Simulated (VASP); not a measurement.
# Si2Ni (I4/mmm) in VASP: single point with PBE

Aim: the single point of Si2Ni with PBE.

All numbers are computed with VASP 6.6.1; they aren't measurements. Logs are shortened: lines on timing, memory, paths and dates and some standing lists are left out, and cuts for length are marked.

### Step 1. The cell of the first run

It takes space group I4/mmm (No. 139, tetragonal). Conventional cell: a = 4.014 Å, b = 4.014 Å, c = 5.406 Å, α = 90.00°, β = 90.00°, γ = 90.00°. Within 3.2 Å of Si (site symmetry -4m2) lie 4 Ni at 2.42 Å and 6 Si at 2.70 to 2.84 Å. Ni (site symmetry 4/mmm) has 8 Si at 2.42 Å within 3.2 Å.

### Step 2. Single point, PBE, collinear spin, ferromagnetic start

File INCAR:

```
SYSTEM = Si2Ni
ALGO = Normal
EDIFF = 1E-6
ENCUT = 520
GGA = PE
ISIF = 2
ISMEAR = -1
ISPIN = 2
LASPH = .TRUE.
LCHARG = .TRUE.
LELF = .TRUE.
LMAXMIX = 4
LORBIT = 11
LREAL = .FALSE.
LVHAR = .TRUE.
LWAVE = .FALSE.
MAGMOM = 0 0 2
NBANDS = 20
NELM = 150
PREC = Accurate
SIGMA = 0.15
```

File KPOINTS:

```
k-points
0
G
  11 11 11
  0 0 0
```

File POSCAR:

```
Si2Ni
1.0
    0.0000000000      2.8381500000      2.7030000000
    2.8381500000      0.0000000000      2.7030000000
    2.8381500000      2.8381500000      0.0000000000
Si Ni
2 1
Direct
    0.2500000000      0.2500000000      0.2500000000
    0.7500000000      0.7500000000      0.7500000000
    0.0000000000      0.0000000000      0.0000000000
```

Potentials or basis: VASP PAW PBE potentials, release 64 (Si, Ni).

Run with:

```
$ cat potpaw_PBE.64/Si/POTCAR potpaw_PBE.64/Ni/POTCAR > POTCAR
$ mpirun -np 1 vasp_std > vasp.out
```

OUTCAR:

```text
SYSTEM = Si2Ni
   EDIFF = 1E-6
   ENCUT = 520
   GGA = PE
   ISIF = 2
   ISMEAR = -1
   ISPIN = 2
   LASPH = .TRUE.
   LORBIT = 11
   LREAL = .FALSE.
   NELM = 150
   PREC = Accurate

 ion  position               nearest neighbor table
   1  0.250  0.250  0.250-   3 2.42   3 2.42   3 2.42   3 2.42   2 2.70   2 2.70   2 2.84   2 2.84
                             2 2.84   2 2.84
   2  0.750  0.750  0.750-   3 2.42   3 2.42   3 2.42   3 2.42   1 2.70   1 2.70   1 2.84   1 2.84
                             1 2.84   1 2.84
   3  0.000  0.000  0.000-   2 2.42   1 2.42   2 2.42   1 2.42   2 2.42   2 2.42   1 2.42   1 2.42

  LATTYP: Found a body centered tetragonal cell.
 ALAT       =     4.0137502220
 C/A-ratio  =     1.3468700594

  Lattice vectors:

 A1 = (   0.0000000000,  -2.8381500000,  -2.7030000000)
 A2 = (   0.0000000000,   2.8381500000,  -2.7030000000)
 A3 = (   2.8381500000,   0.0000000000,   2.7030000000)

Analysis of symmetry for initial positions (statically):
=====================================================================
 Subroutine PRICEL returns:
 Original cell was already a primitive cell.

 Routine SETGRP: Setting up the symmetry group for a
 body centered tetragonal supercell.

 Subroutine GETGRP returns: Found 16 space group operations
 (whereof 16 operations were pure point group operations)
 out of a pool of 16 trial point group operations.

The static configuration has the point symmetry D_4h.

Analysis of symmetry for dynamics (positions and initial velocities):
=====================================================================
 Subroutine PRICEL returns:
 Original cell was already a primitive cell.

 Routine SETGRP: Setting up the symmetry group for a
 body centered tetragonal supercell.

 Subroutine GETGRP returns: Found 16 space group operations
 (whereof 16 operations were pure point group operations)
 out of a pool of 16 trial point group operations.

The dynamic configuration has the point symmetry D_4h.

Analysis of structural, dynamic, and magnetic symmetry:
=====================================================================
 Subroutine PRICEL returns:
 Original cell was already a primitive cell.

 Routine SETGRP: Setting up the symmetry group for a
 body centered tetragonal supercell.

 Subroutine GETGRP returns: Found 16 space group operations
 (whereof 16 operations were pure point group operations)
 out of a pool of 16 trial point group operations.

The overall configuration has the point symmetry D_4h.

 Subroutine INISYM returns: Found 16 space group operations
 (whereof 16 operations are pure point group operations),
 and found     1 'primitive' translations

----------------------------------------------------------------------------------------

                                     Primitive cell

  volume of cell :      43.5458

  direct lattice vectors                    reciprocal lattice vectors
     0.000000000  2.838150000  2.703000000    -0.176171097  0.176171097  0.184979652
     2.838150000  0.000000000  2.703000000     0.176171097 -0.176171097  0.184979652
     2.838150000  2.838150000  0.000000000     0.176171097  0.176171097 -0.184979652

  length of vectors
     3.919350000  3.919350000  4.013750222     0.310306273  0.310306273  0.310306273

  position of ions in fractional coordinates (direct lattice)
     0.250000000  0.250000000  0.250000000
     0.750000000  0.750000000  0.750000000
     0.000000000  0.000000000  0.000000000

  ion indices of the primitive-cell ions
   primitive index   ion index
                 1           1
                 2           2
                 3           3

----------------------------------------------------------------------------------------

 KPOINTS: k-points

Automatic generation of k-mesh.
 Grid dimensions read from file:
 generate k-points for:   11   11   11

 Generating k-lattice:

  Cartesian coordinates                     Fractional coordinates (reciprocal lattice)
    -0.016015554  0.016015554  0.016816332     0.090909091  0.000000000  0.000000000
     0.016015554 -0.016015554  0.016816332     0.000000000  0.090909091  0.000000000
     0.016015554  0.016015554 -0.016816332    -0.000000000 -0.000000000  0.090909091

  Length of vectors
     0.028209661  0.028209661  0.028209661

  Shift w.r.t. Gamma in fractional coordinates (k-lattice)
     0.000000000  0.000000000  0.000000000

 Subroutine IBZKPT returns following result:
 ===========================================

 Found    126 irreducible k-points:

 Following reciprocal coordinates:
            Coordinates               Weight
  0.000000  0.000000  0.000000      1.000000
  0.090909  0.000000  0.000000      8.000000
  0.181818  0.000000  0.000000      8.000000
  0.272727  0.000000  0.000000      8.000000
  0.363636  0.000000  0.000000      8.000000
  0.454545  0.000000  0.000000      8.000000
[... 16 lines left out ...]
 -0.272727  0.181818  0.000000      8.000000
 -0.181818  0.181818  0.000000      4.000000
 [... further k-points ...]
   k-points           NKPTS =    126   k-points in BZ     NKDIM =    126   number of bands    NBANDS=     20
   number of dos      NEDOS =    301   number of ions     NIONS =      3
   total plane-waves  NPLWV =  27000
   dimension x,y,z NGX =    30 NGY =   30 NGZ =   30
   dimension x,y,z NGXF=    60 NGYF=   60 NGZF=   60
   ions per type =               2   1
   NGX,Y,Z   is equivalent  to a cutoff of  12.73, 12.73, 12.43 a.u.
   NGXF,Y,Z  is equivalent  to a cutoff of  25.45, 25.45, 24.85 a.u.
 SYSTEM =  Si2Ni
   PREC   = accura    normal or accurate (medium, high low for compatibility)
   ISTART =      0    job   : 0-new  1-cont  2-samecut
   ICHARG =      2    charge: 1-file 2-atom 10-const
   ISPIN  =      2    spin polarized calculation?
   LNONCOLLINEAR =      F non collinear calculations
   LSORBIT =      F    spin-orbit coupling
   LASPH  =      T    aspherical Exc in radial PAW
   ENCUT  =  520.0 eV  38.22 Ry    6.18 a.u.   7.29  7.29  7.46*2*pi/ulx,y,z
   NELM   =    150;   NELMIN=  2; NELMDL= -5     # of ELM steps
   EDIFF  = 0.1E-05   stopping-criterion for ELM
   LREAL  =      F    real-space projection
   EDIFFG = 0.1E-04   stopping-criterion for IOM
   NSW    =      0    number of steps for IOM
   IBRION =     -1    ionic relax: 0-MD 1-quasi-New 2-CG
   NFREE  =      0    steps in history (QN), initial steepest desc. (CG)
   ISIF   =      2    stress and relaxation
   ISYM   =      2    0-nonsym 1-usesym 2-fastsym
   POTIM  = 0.5000    time-step for ionic-motion
   TEBEG  =    0.0;   TEEND  =   0.0 temperature during run
   PSTRESS=    0.0 pullay stress
   NELECT =      18.0000    total number of electrons
   NUPDOWN=      -1.0000    fix difference up-down
   EMIN   =  10.00;   EMAX   =-10.00  energy-range for DOS
   EFERMI =   0.00;   METHOD = LEGACY
   ISMEAR =    -1;   SIGMA  =   0.15  broadening in eV -4-tet -1-fermi 0-gaus
   EFERMI_NEDOS =   21; number of points for ismear=-14 and -15
   IALGO  =     38    algorithm
   IMIX   =      4    mixing-type and parameters
     AMIX     =   0.40;   BMIX     =  1.00
     AMIX_MAG =   1.60;   BMIX_MAG =  1.00
  volume/ion in A,a.u.               =      14.52        97.95
  Fermi-wavevector in a.u.,A,eV,Ry     =   1.219505  2.304529 20.234466  1.487191
  Thomas-Fermi vector in A             =   2.354754
   LORBIT       =     11    0 simple, 1 ext, 2 COOP (PROOUT), +10 PAW based schemes
   GGA     = PE    functional components
   LHFCALC =     F    Hartree Fock is set to
   AEXX    =    0.0000 exact exchange contribution
   IVDW    =     0    specifies the selected vdW correction
   LEPSILON=     F    determine dielectric tensor
   LRPA    =     F    only Hartree local field effects (RPA)
 spin polarized calculation
  energy-cutoff  :      520.00
  volume of cell :       43.55
 maximum number of plane-waves:      1198
 NGX is ok and might be reduce to    30
   NGX = 15   NGY = 15   NGZ = 15

 number of electron      18.0000006 magnetization      -0.0002937

 number of electron      18.0000006 magnetization       0.0001838

 Free energy of the ion-electron system (eV)
  ---------------------------------------------------
  ext. energy  EPLUGINS =         0.00000000
  ---------------------------------------------------
  free energy    TOTEN  =       -17.29625561 eV

  energy without entropy =      -17.22237620  energy(sigma->0) =      -17.25931590

 E-fermi :   8.9508     XC(G=0): -11.1464

 val. band max:        8.9109184148   @ k =   0.2727   0.0000   0.1818
 cond. band min:       8.9639131232   @ k =   0.1818   0.0909   0.0000
 fundamental gap:      0.0529947084
 Fermi energy:         8.9508482381

 spin component 1

 k-point     1 :       0.0000    0.0000    0.0000
  band No.  band energies     occupation
      1      -3.8959      1.00000
      2       4.3600      1.00000
      3       4.5382      1.00000
      4       4.5382      1.00000
      5       5.9997      1.00000
      6       6.1206      1.00000
[... 12 lines left out ...]
     19      17.9285      0.00000
[... 513 lines left out ...]
      4       4.9980      1.00000
      5       5.6340      1.00000
      6       6.1526      1.00000
[... 12 lines left out ...]
     19      20.9932      0.00000
     20      22.6336      0.00000

 [... further k-points ...]

 spin component 2

 k-point     1 :       0.0000    0.0000    0.0000
  band No.  band energies     occupation
      1      -3.8959      1.00000
      2       4.3600      1.00000
      3       4.5382      1.00000
      4       4.5382      1.00000
      5       5.9996      1.00000
      6       6.1205      1.00000
[... 12 lines left out ...]
     19      17.9284      0.00000
[... 513 lines left out ...]
      4       4.9980      1.00000
      5       5.6339      1.00000
      6       6.1526      1.00000
[... 12 lines left out ...]
     19      20.9932      0.00000
     20      22.6336      0.00000

 [... further k-points ...]

------------------------ aborting loop because EDIFF is reached ----------------------------------------

  FORCE on cell =-STRESS in cart. coord.  units (eV):
  Direction    XX          YY          ZZ          XY          YZ          ZX
  --------------------------------------------------------------------------------------
  -------------------------------------------------------------------------------------
  Total       -2.6639546     -2.6639546     -2.0184931      0.0000000     -0.0000000      0.0000000
  in kB      -98.0145759    -98.0145759    -74.2661874      0.0000000     -0.0000000      0.0000000
  external PRESSURE =     -90.0984464 kB  Pullay stress =       0.0000000 kB

 VOLUME and BASIS-vectors are now :
 -----------------------------------------------------------------------------
  energy-cutoff  :      520.00
  volume of cell :       43.55
      direct lattice vectors                 reciprocal lattice vectors
     0.000000000  2.838150000  2.703000000    -0.176171097  0.176171097  0.184979652
     2.838150000  0.000000000  2.703000000     0.176171097 -0.176171097  0.184979652
     2.838150000  2.838150000  0.000000000     0.176171097  0.176171097 -0.184979652

 POSITION                                       TOTAL-FORCE (eV/Angst)
 -----------------------------------------------------------------------------------
      1.41908      1.41908      1.35150         0.000000      0.000000      0.000000
      4.25723      4.25723      4.05450        -0.000000     -0.000000      0.000000
      0.00000      0.00000      0.00000         0.000000     -0.000000     -0.000000
 -----------------------------------------------------------------------------------
    total drift:                                0.000000     -0.000000     -0.000000

  FREE ENERGIE OF THE ION-ELECTRON SYSTEM (eV)
  ---------------------------------------------------
  free  energy   TOTEN  =       -17.2962556113 eV

  energy  without entropy=      -17.2223761973  energy(sigma->0) =      -17.25931590

 total charge

# of ion       s       p       d       tot
------------------------------------------
    1        0.758   0.783   0.000   1.541
    2        0.758   0.783   0.000   1.541
    3        0.510   0.663   8.398   9.571
--------------------------------------------------
tot          2.026   2.229   8.398  12.653

 magnetization (x)

# of ion       s       p       d       tot
------------------------------------------
    1        0.000   0.000   0.000   0.000
    2        0.000   0.000   0.000   0.000
    3        0.000   0.000   0.000   0.000
--------------------------------------------------
tot          0.000   0.000   0.000   0.000
```

It took 3.5 min on 1 thread of Intel Xeon Platinum 8375C at 2.90GHz (Ice Lake), shared host; peak memory 0.3 GiB.

What came out:

* Free energy: -17.2963 eV
* Pressure: -9.0 GPa
* Band gap on the k mesh: zero (filled and empty bands overlap)
* Net moment: 0.00 μB per cell
* Valence electrons inside the program's atomic spheres: Si 1.54; Ni 9.57

Caveat: the cell stands under tension.
